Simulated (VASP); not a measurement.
**Ru: single point with PBEsol+D3(BJ)**

Crystal: Ru.

```xyz
2
Lattice="2.6694 0.0000 0.0000 -1.3347 2.3118 0.0000 0.0000 0.0000 4.2277" Properties=species:S:1:pos:R:3 pbc="T T T"
Ru    1.3347    0.7706    3.1707
Ru    0.0000    1.5412    1.0569
```

```
Program                : VASP 6.6.1
Task                   : single point
Functional             : PBEsol
Dispersion             : D3(BJ)
Potentials or basis    : VASP PAW PBE potentials, release 64 (Ru_pv)
Cutoff                 : 520 eV
k mesh                 : 11 × 11 × 6
Occupations            : fermi-dirac, width 0.05 eV
Spin                   : no spin polarisation
Dipole correction      : no
Further INCAR settings : ALGO = Normal; EDIFF = 1e-06; NBANDS = 21
```

The pressure is 0.0 GPa. The band gap on the k mesh is zero (band 14 reaches 15.05 eV, above the bottom of band 15 at 11.78 eV) and the dispersion energy per atom is -0.619 eV.

Levels at points of the mesh, in eV from the Fermi level:
| k point | band 11 | band 12 | band 13 | band 14 | band 15 | band 16 | band 17 | band 18 |
| --- | --- | --- | --- | --- | --- | --- | --- | --- |
| (0.00, 0.00, 0.00) | -2.51 | -1.97 | -1.97 | -1.40 | -1.40 | 1.34 | 1.34 | 1.35 |
| (0.00, 0.00, 0.50) | -2.87 | -2.87 | -2.80 | -2.80 | 0.67 | 0.67 | 0.67 | 0.67 |

Run time: 26 s on 1 thread of Intel Xeon 8259CL (shared host), peak memory 0.16 GiB.

Caveat: the PAW data sets were made with another functional, which shifts forces and pressure a little; pairwise dispersion overbinds metals, which lowers pressure and volume.
